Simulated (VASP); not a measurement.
**NaCl: elastic constants with LDA**

Crystal: NaCl.

```xyz
2
Lattice="0.0000 2.6437 2.6437 2.6437 0.0000 2.6437 2.6437 2.6437 0.0000" Properties=species:S:1:pos:R:3 pbc="T T T"
Na    0.0000    0.0000    0.0000
Cl    2.6437    2.6437    2.6437
```

```yaml
Program: VASP 6.6.1
Task: elastic constants
Functional: LDA
Potentials_or_basis: VASP PAW LDA potentials, release 64 (Na_pv, Cl)
Cutoff: 600 eV
k_mesh: 8 × 8 × 8
Occupations: gaussian, width 0.01 eV
Spin: no spin polarisation
Dipole_correction: no
Ions_in_elastic_constants: relaxed
Further_INCAR_settings: ALGO = Normal; EDIFF = 1e-08; NBANDS = 14; IBRION = 6; POTIM = 0.015; NSW = 1; ISIF = 3
```

* Elastic constants C11, C12, C44: 110, 15, 13 GPa
* Voigt bulk modulus: 47 GPa
* Highest phonon frequency at Γ, LO-TO splitting left out: 236 cm⁻¹

Phonon frequencies in cm⁻¹ (negative: imaginary):
| q point | frequencies |
| --- | --- |
| (0.000, 0.000, 0.000) | 0 0 0 236 236 236 |

Elastic tensor in Voigt notation (GPa, in the Cartesian axes of the cell as first typed):
```
110  15  15   0   0   0
 15 110  15   0   0   0
 15  15 110   0   0   0
  0   0   0  13   0   0
  0   0   0   0  13   0
  0   0   0   0   0  13
```

Clamped-ion elastic tensor (GPa):
```
110  15  15   0   0   0
 15 110  15   0   0   0
 15  15 110   0   0   0
  0   0   0  13   0   0
  0   0   0   0  13   0
  0   0   0   0   0  13
```

Wall time 5.6 min on 1 thread of AMD EPYC 9R45 (Zen 5), on a shared host, peak memory 0.23 GiB.

Caveat: the cell is under stress, which shifts elastic constants.
